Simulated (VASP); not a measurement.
Crystal: CaSe.

```
Ca Se
1.0
     0.00000    2.97927    2.97927
     2.97927    0.00000    2.97927
     2.97927    2.97927    0.00000
Ca Se
1 1
Direct
  0.00000 0.00000 0.00000
  0.50000 0.50000 0.50000
```

```yaml
Program: VASP 6.6.1
Task: relaxation of cell and atoms
Functional: PBEsol
Potentials_or_basis: VASP PAW PBE potentials, release 64 (Ca_sv, Se)
Cutoff: 600 eV
k_mesh: 6 × 6 × 6
Occupations: fermi-dirac, width 0.02 eV
Spin: no spin polarisation
```

At the start: pressure -2.0 GPa; volume 26.44 Å³/atom.

Problem. Where does the relaxation end?

Solution. Over 3 steps the energy falls by 6.8 meV/atom and the volume is 25.37 Å³/atom (-4.0 %); space group Fm-3m (No. 225, to 0.1 Å) before and after.

The path:
| step | energy change (eV) | largest force (eV/Å) | pressure (GPa) | volume (Å³) |
| --- | --- | --- | --- | --- |
| 1 | 0.0000 | 0.0000 | -1.97 | 52.89 |
| 2 | -0.0132 | 0.0000 | 0.32 | 50.44 |
| 3 | -0.0136 | 0.0000 | 0.02 | 50.75 |

Final structure:
```yaml
crystal:
  lattice:
    - [0.00000, 2.93854, 2.93854]
    - [2.93854, 0.00000, 2.93854]
    - [2.93854, 2.93854, 0.00000]
  atoms:
    - { symbol: Ca, position: [0.00000, 0.00000, 0.00000] }
    - { symbol: Se, position: [0.50000, 0.50000, 0.50000] }
```

Caveat: the PAW data sets were made with another functional, which shifts forces and pressure a little.
